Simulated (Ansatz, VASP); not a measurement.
# SnS2 in VASP and in Ansatz

```
CELL_PARAMETERS angstrom
3.67037 0.00000 0.00000
-1.83519 3.17863 0.00000
0.00000 0.00000 5.80413
ATOMIC_POSITIONS crystal
Sn 0.00000 0.00000 0.00000
S 0.33333 0.66667 0.25450
S 0.66667 0.33333 0.74550
```

Alike in both runs: functional PBE; dispersion D3(BJ); k mesh 6 × 6 × 4; no spin polarisation.

Ansatz relaxed the structure, and its values are those at the end. VASP's run is a single point on that final structure, the one shown.

```csv
,VASP,Ansatz
version,VASP 6.6.1,Ansatz 0.2.0
potentials or method,"VASP PAW PBE potentials, release 64 (Sn_d, S)","plane waves, PAW"
plane-wave cutoff (eV),500,420
occupations,"gaussian, width 0.01 eV",fixed
valence electrons in the cell,26,26
```

Ansatz gave:

| Item | Value |
| --- | --- |
| pressure (GPa) | 0.0 |

What did VASP give for the same quantities?

Pressure (GPa): -0.1.
